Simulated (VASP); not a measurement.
Input of a VASP 6.6.1 run:

INCAR

```
ALGO = Normal
EDIFF = 1E-6
EDIFFG = -0.01
ENCUT = 600
GGA = PS
IBRION = 2
ISIF = 3
ISMEAR = 0
LASPH = True
LCHARG = False
LREAL = False
LWAVE = False
NELM = 60
NSW = 80
PREC = Accurate
SIGMA = 0.1
```

KPOINTS

```
k-points
0
Gamma
  12 12 12
```

The input POSCAR:

```
InSb
1.0
    0.0000000000      3.0198134404      3.0198134404
    3.0198134404      0.0000000000      3.0198134404
    3.0198134404      3.0198134404      0.0000000000
In Sb
1 1
Direct
    0.5000000000      0.5000000000      0.5000000000
    0.0000000000      0.0000000000      0.0000000000
```

Potentials or basis: VASP PAW PBE potentials, release 64 (In_d, Sb).

The run is started by

```sh
$ cat potpaw_PBE.64/In_d/POTCAR potpaw_PBE.64/Sb/POTCAR > POTCAR
$ mpirun -np 1 vasp_std > vasp.out
```

Estimate the band gap on the k mesh.

zero (band 9 reaches 7.68 eV, above the bottom of band 10 at 4.79 eV).

Final structure:
```xyz
2
Lattice="0.0000 3.0198 3.0198 3.0198 0.0000 3.0198 3.0198 3.0198 0.0000" Properties=species:S:1:pos:R:3 pbc="T T T"
In    3.0198    3.0198    3.0198
Sb    0.0000    0.0000    0.0000
```

Caveat: the relaxation stopped at its first step, so nothing moved; spin-orbit coupling is left out, which moves the levels of the heavy elements.
